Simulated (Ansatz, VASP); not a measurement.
# One calculation of ZnO, two programs

```
CELL_PARAMETERS angstrom
3.23529 0.00000 0.00000
-1.61765 2.80184 0.00000
0.00000 0.00000 5.21143
ATOMIC_POSITIONS crystal
Zn 0.33333 0.66667 0.99769
Zn 0.66667 0.33333 0.49769
O 0.33333 0.66667 0.37731
O 0.66667 0.33333 0.87731
```

Alike in both runs: functional r2SCAN; k mesh 6 × 6 × 4; occupations gaussian, width 0.1 eV; no spin polarisation.

Ansatz relaxed the structure, and its values are those at the end. VASP's run is a single point on that final structure, the one shown.

|  | VASP | Ansatz |
| --- | --- | --- |
| version | VASP 6.6.1 | Ansatz 0.2.0 |
| potentials or method | VASP PAW PBE potentials, release 64 (Zn, O), cutoff 520 eV | scalar-relativistic, plane waves, PAW |
| valence electrons in the cell | 36 | 36 |

```csv
,VASP,Ansatz,Ansatz less VASP
gap on the k mesh at the Fermi level (eV),1.23,1.24,+0.003
least direct gap on the mesh (eV),1.23,1.24,+0.003
pressure (GPa),1.0,0.0,-1.04
```

VASP's potentials were made for PBE, not for r2SCAN.
